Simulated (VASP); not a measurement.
# ZnS (R3m) in VASP: further runs

Runs on ZnS. Level: PBE. Tasks: single point, relaxation of cell and atoms.

Program: VASP 6.6.1. These are calculated values, not measurements. Logs are shortened: lines on timing, memory, paths and dates and some standing lists are left out, and cuts for length are marked.

## (1) The cell of the first run

The structure is trigonal, space group R3m (No. 160). Conventional cell: a = 3.897 Å, b = 3.897 Å, c = 9.017 Å, α = 90.00°, β = 90.00°, γ = 120.00°. Within 2.6 Å of Zn (site symmetry 3m) lie 4 S at 1.98 to 2.47 Å. Within 2.6 Å of S (site symmetry 3m) lie 4 Zn at 1.98 to 2.47 Å.

## (2) Single point, PBE

INCAR reads:

```
ALGO     = Normal         # electronic algorithm
EDIFF    = 1E-7           # SCF threshold, eV
ENCUT    = 520            # plane-wave cutoff, eV
GGA      = PE             # functional
ISIF     = 2              # what is computed and relaxed
ISMEAR   = 0              # smearing method
LASPH    = T              # aspherical terms in the spheres
LCHARG   = F              # write CHGCAR
LREAL    = F              # projectors in reciprocal space
LWAVE    = F              # write WAVECAR
NBANDS   = 16             # bands
NELM     = 60             # most SCF steps
PREC     = Accurate       # precision mode
SIGMA    = 0.1            # smearing width, eV
```

KPOINTS reads:

```
k-points
0
Gamma
  6 6 6
```

POSCAR reads:

```
ZnS
1.0
    1.9484631500      1.1249457200      3.0055281800
   -1.9484631500      1.1249457200      3.0055281800
    0.0000000000     -2.2498914500      3.0055281800
Zn S
1 1
Direct
    0.9850573900      0.9850573900      0.9850573900
    0.7649426100      0.7649426100      0.7649426100
```

Potentials or basis: VASP PAW PBE potentials, release 64 (Zn, S).

Started as:

```
cat potpaw_PBE.64/Zn/POTCAR potpaw_PBE.64/S/POTCAR > POTCAR
mpirun -np 1 vasp_std > vasp.out
```

OUTCAR:

```text
EDIFF = 1E-7
   ENCUT = 520
   GGA = PE
   ISIF = 2
   ISMEAR = 0
   LASPH = T
   LREAL = F
   NELM = 60
   PREC = Accurate

 ion  position               nearest neighbor table
   1  0.985  0.985  0.985-   2 1.98   2 2.47   2 2.47   2 2.47
   2  0.765  0.765  0.765-   1 1.98   1 2.47   1 2.47   1 2.47

  LATTYP: Found a trigonal (rhomboedric) cell.
 ALAT       =     3.7543589547
 COS(alpha) =     0.4613051761

  Lattice vectors:

 A1 = (   1.9484631500,   1.1249457200,   3.0055281800)
 A2 = (  -1.9484631500,   1.1249457200,   3.0055281800)
 A3 = (   0.0000000000,  -2.2498914500,   3.0055281800)

Analysis of symmetry for initial positions (statically):
=====================================================================
 Subroutine PRICEL returns:
 Original cell was already a primitive cell.

 Routine SETGRP: Setting up the symmetry group for a
 trigonal (rhombohedral) supercell.

 Subroutine GETGRP returns: Found  6 space group operations
 (whereof  6 operations were pure point group operations)
 out of a pool of 12 trial point group operations.

The static configuration has the point symmetry C_3v.

Analysis of symmetry for dynamics (positions and initial velocities):
=====================================================================
 Subroutine PRICEL returns:
 Original cell was already a primitive cell.

 Routine SETGRP: Setting up the symmetry group for a
 trigonal (rhombohedral) supercell.

 Subroutine GETGRP returns: Found  6 space group operations
 (whereof  6 operations were pure point group operations)
 out of a pool of 12 trial point group operations.

The dynamic configuration has the point symmetry C_3v.

 Subroutine INISYM returns: Found  6 space group operations
 (whereof  6 operations are pure point group operations),
 and found     1 'primitive' translations

----------------------------------------------------------------------------------------

                                     Primitive cell

  volume of cell :      39.5272

  direct lattice vectors                    reciprocal lattice vectors
     1.948463150  1.124945720  3.005528180     0.256612500  0.148155296  0.110906740
    -1.948463150  1.124945720  3.005528180    -0.256612500  0.148155296  0.110906740
     0.000000000 -2.249891450  3.005528180     0.000000000 -0.296310592  0.110906740

  length of vectors
     3.754358955  3.754358955  3.754358957     0.316386270  0.316386270  0.316386270

  position of ions in fractional coordinates (direct lattice)
     0.985057390  0.985057390  0.985057390
     0.764942610  0.764942610  0.764942610

  ion indices of the primitive-cell ions
   primitive index   ion index
                 1           1
                 2           2

----------------------------------------------------------------------------------------

 KPOINTS: k-points

Automatic generation of k-mesh.
 Grid dimensions read from file:
 generate k-points for:    6    6    6

 Generating k-lattice:

  Cartesian coordinates                     Fractional coordinates (reciprocal lattice)
     0.042768750  0.024692549  0.018484457     0.166666667  0.000000000 -0.000000000
    -0.042768750  0.024692549  0.018484457     0.000000000  0.166666667 -0.000000000
     0.000000000 -0.049385099  0.018484457     0.000000000  0.000000000  0.166666667

  Length of vectors
     0.052731045  0.052731045  0.052731045

  Shift w.r.t. Gamma in fractional coordinates (k-lattice)
     0.000000000  0.000000000  0.000000000

 Subroutine IBZKPT returns following result:
 ===========================================

 Found     32 irreducible k-points:

 Following reciprocal coordinates:
            Coordinates               Weight
  0.000000  0.000000  0.000000      1.000000
  0.166667  0.000000  0.000000      6.000000
  0.333333  0.000000  0.000000      6.000000
  0.500000  0.000000 -0.000000      3.000000
  0.166667  0.166667  0.000000      6.000000
  0.333333  0.166667 -0.000000     12.000000
[... 16 lines left out ...]
  0.500000  0.500000  0.166667      6.000000
 -0.333333  0.500000  0.166667     12.000000
 [... further k-points ...]
   k-points           NKPTS =     32   k-points in BZ     NKDIM =     32   number of bands    NBANDS=     16
   number of dos      NEDOS =    301   number of ions     NIONS =      2
   total plane-waves  NPLWV =  21952
   dimension x,y,z NGX =    28 NGY =   28 NGZ =   28
   dimension x,y,z NGXF=    56 NGYF=   56 NGZF=   56
   ions per type =               1   1
   NGX,Y,Z   is equivalent  to a cutoff of  12.40, 12.40, 12.40 a.u.
   NGXF,Y,Z  is equivalent  to a cutoff of  24.80, 24.80, 24.80 a.u.
 SYSTEM =  unknown system
   PREC   = accura    normal or accurate (medium, high low for compatibility)
   ISTART =      0    job   : 0-new  1-cont  2-samecut
   ICHARG =      2    charge: 1-file 2-atom 10-const
   ISPIN  =      1    spin polarized calculation?
   LNONCOLLINEAR =      F non collinear calculations
   LSORBIT =      F    spin-orbit coupling
   LASPH  =      T    aspherical Exc in radial PAW
   ENCUT  =  520.0 eV  38.22 Ry    6.18 a.u.   6.98  6.98  6.98*2*pi/ulx,y,z
   NELM   =     60;   NELMIN=  2; NELMDL= -5     # of ELM steps
   EDIFF  = 0.1E-06   stopping-criterion for ELM
   LREAL  =      F    real-space projection
   EDIFFG = 0.1E-05   stopping-criterion for IOM
   NSW    =      0    number of steps for IOM
   IBRION =     -1    ionic relax: 0-MD 1-quasi-New 2-CG
   NFREE  =      0    steps in history (QN), initial steepest desc. (CG)
   ISIF   =      2    stress and relaxation
   ISYM   =      2    0-nonsym 1-usesym 2-fastsym
   POTIM  = 0.5000    time-step for ionic-motion
   TEBEG  =    0.0;   TEEND  =   0.0 temperature during run
   PSTRESS=    0.0 pullay stress
   NELECT =      18.0000    total number of electrons
   NUPDOWN=      -1.0000    fix difference up-down
   EMIN   =  10.00;   EMAX   =-10.00  energy-range for DOS
   EFERMI =   0.00;   METHOD = LEGACY
   ISMEAR =     0;   SIGMA  =   0.10  broadening in eV -4-tet -1-fermi 0-gaus
   EFERMI_NEDOS =   21; number of points for ismear=-14 and -15
   IALGO  =     38    algorithm
   IMIX   =      4    mixing-type and parameters
     AMIX     =   0.40;   BMIX     =  1.00
     AMIX_MAG =   1.60;   BMIX_MAG =  1.00
  volume/ion in A,a.u.               =      19.76       133.37
  Fermi-wavevector in a.u.,A,eV,Ry     =   1.259506  2.380122 21.583690  1.586356
  Thomas-Fermi vector in A             =   2.393063
   LORBIT       =      0    0 simple, 1 ext, 2 COOP (PROOUT), +10 PAW based schemes
   GGA     = PE    functional components
   LHFCALC =     F    Hartree Fock is set to
   AEXX    =    0.0000 exact exchange contribution
   IVDW    =     0    specifies the selected vdW correction
   LEPSILON=     F    determine dielectric tensor
   LRPA    =     F    only Hartree local field effects (RPA)
 non-spin polarized calculation
 Gauss-broadening in eV      SIGMA  =   0.10
  energy-cutoff  :      520.00
  volume of cell :       39.53
 maximum number of plane-waves:      1092
   NGX = 13   NGY = 13   NGZ = 13

 number of electron      18.0000003 magnetization

 Free energy of the ion-electron system (eV)
  ---------------------------------------------------
  ext. energy  EPLUGINS =         0.00000000
  ---------------------------------------------------
  free energy    TOTEN  =        -6.22559367 eV

  energy without entropy =       -6.22559367  energy(sigma->0) =       -6.22559367

 E-fermi :   2.6297     XC(G=0):  -9.5937

 val. band max:        2.1603419276   @ k =   0.0000   0.0000   0.0000
 cond. band min:       4.2457765458   @ k =   0.0000   0.0000   0.0000
 fundamental gap:      2.0854346182
 Fermi energy:         2.6297416009

 k-point     1 :       0.0000    0.0000    0.0000
  band No.  band energies     occupation
      1     -11.2481      2.00000
      2      -4.8060      2.00000
      3      -4.4590      2.00000
      4      -4.4590      2.00000
      5      -3.9876      2.00000
      6      -3.9876      2.00000
[... 8 lines left out ...]
     15      13.8494      0.00000
     16      13.8494      0.00000

 k-point     2 :       0.1667    0.0000    0.0000
  band No.  band energies     occupation
      1     -11.0675      2.00000
      2      -4.7713      2.00000
      3      -4.4605      2.00000
      4      -4.4290      2.00000
      5      -3.9893      2.00000
      6      -3.9776      2.00000
[... 8 lines left out ...]
     15      13.1141      0.00000
     16      14.8515      0.00000

 k-point     3 :       0.3333    0.0000    0.0000
  band No.  band energies     occupation
      1     -10.6643      2.00000
      2      -4.6891      2.00000
      3      -4.4727      2.00000
      4      -4.2672      2.00000
      5      -3.9703      2.00000
      6      -3.9466      2.00000
[... 8 lines left out ...]
     15      13.7429      0.00000
     16      14.2951      0.00000

 k-point     4 :       0.5000    0.0000   -0.0000
  band No.  band energies     occupation
      1     -10.4359      2.00000
      2      -4.6394      2.00000
      3      -4.4828      2.00000
      4      -4.0793      2.00000
      5      -3.9262      2.00000
      6      -3.7971      2.00000
[... 8 lines left out ...]
     15      15.3998      0.00000
     16      15.6391      0.00000
[... 324 lines left out ...]
 k-point    22 :      -0.1667    0.3333    0.1667
  band No.  band energies     occupation
      1     -10.3684      2.00000
      2      -4.6349      2.00000
      3      -4.4337      2.00000
      4      -4.2310      2.00000
      5      -3.9507      2.00000
      6      -3.8476      2.00000
[... 8 lines left out ...]
     15      15.8760      0.00000
     16      16.8800      0.00000

 k-point    23 :       0.5000    0.5000    0.1667
  band No.  band energies     occupation
      1     -10.0973      2.00000
      2      -4.5007      2.00000
      3      -4.3798      2.00000
      4      -4.0337      2.00000
      5      -4.0026      2.00000
      6      -3.8439      2.00000
[... 8 lines left out ...]
     15      16.1141      0.00000
     16      17.2037      0.00000

 k-point    24 :      -0.3333    0.5000    0.1667
  band No.  band energies     occupation
      1     -10.0680      2.00000
      2      -4.5180      2.00000
      3      -4.4004      2.00000
      4      -4.0853      2.00000
      5      -3.9718      2.00000
      6      -3.6582      2.00000
[... 8 lines left out ...]
     15      16.0151      0.00000
     16      16.7812      0.00000

 [... further k-points ...]

------------------------ aborting loop because EDIFF is reached ----------------------------------------

  FORCE on cell =-STRESS in cart. coord.  units (eV):
  Direction    XX          YY          ZZ          XY          YZ          ZX
  --------------------------------------------------------------------------------------
  -------------------------------------------------------------------------------------
  Total       -0.7450275     -0.7450275      8.3261061      0.0000000     -0.0000000      0.0000000
  in kB      -30.1986167    -30.1986167    337.4867313      0.0000000     -0.0000004      0.0000000
  external PRESSURE =      92.3631660 kB  Pullay stress =       0.0000000 kB

 VOLUME and BASIS-vectors are now :
 -----------------------------------------------------------------------------
  energy-cutoff  :      520.00
  volume of cell :       39.53
      direct lattice vectors                 reciprocal lattice vectors
     1.948463150  1.124945720  3.005528180     0.256612500  0.148155296  0.110906740
    -1.948463150  1.124945720  3.005528180    -0.256612500  0.148155296  0.110906740
     0.000000000 -2.249891450  3.005528180     0.000000000 -0.296310592  0.110906740

 POSITION                                       TOTAL-FORCE (eV/Angst)
 -----------------------------------------------------------------------------------
      0.00000     -0.00000      8.88185         0.000000     -0.000000      4.570350
      0.00000     -0.00000      6.89717         0.000000      0.000000     -4.570350
 -----------------------------------------------------------------------------------
    total drift:                               -0.000000      0.000000      0.001398

  FREE ENERGIE OF THE ION-ELECTRON SYSTEM (eV)
  ---------------------------------------------------
  free  energy   TOTEN  =        -6.2255936688 eV

  energy  without entropy=       -6.2255936688  energy(sigma->0) =       -6.22559367
```

It took 20 s on 1 thread of Intel Xeon Platinum 8259CL at 2.50GHz (Skylake/Cascade Lake), shared host; peak memory 0.16 GiB.

What came out:

* Free energy: -6.2256 eV
* Pressure: 9.2 GPa
* Largest force: 4.570 eV/Å
* Band gap on the k mesh: 2.09 eV

Forces on the atoms (eV/Å):
```
Zn   0.000  0.000  4.570
S    0.000  0.000 -4.570
```

Caveat: the cell stands under pressure; forces of over 1 eV/Å act on the atoms, so gaps and moduli don't describe the material at rest.

(Continued in part 2 of 2.)
